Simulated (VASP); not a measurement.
BN (BN (110), 3 layers), 6 atoms in the cell. The cell holds a slab with vacuum, 6 atoms: a = 2.532 Å, b = 3.581 Å, c = 18.532 Å, α = 90.00°, β = 90.00°, γ = 90.00°. 

| Quantity | Value |
| --- | --- |
| Program | VASP 6.6.1 |
| Task | single point |
| Functional | LDA |
| Potentials or basis | VASP PAW LDA potentials, release 64 (B, N) |
| Cutoff | 520 eV |
| k mesh | 10 × 7 × 1 |
| Occupations | fermi-dirac, width 0.02 eV |
| Spin | no spin polarisation |
| Dipole correction | yes |
| Further INCAR settings | ALGO = Normal; EDIFF = 1e-07; NBANDS = 21 |

Potentials or basis: VASP PAW LDA potentials, release 64 (B, N).

Run with:

```sh
$ cat potpaw_LDA.64/B/POTCAR potpaw_LDA.64/N/POTCAR > POTCAR
$ mpirun -np 1 vasp_std > vasp.out
```

Hardware: 1 thread of AMD EPYC 9R45 96-Core Processor (Zen 5), with other jobs on the host.

Q: Estimate the wall time of this run.

A: Wall time 69 s on 1 thread of AMD EPYC 9R45 96-Core Processor (Zen 5), on a shared host, peak memory 0.21 GiB. Counts: scf iterations 24, k points 24.
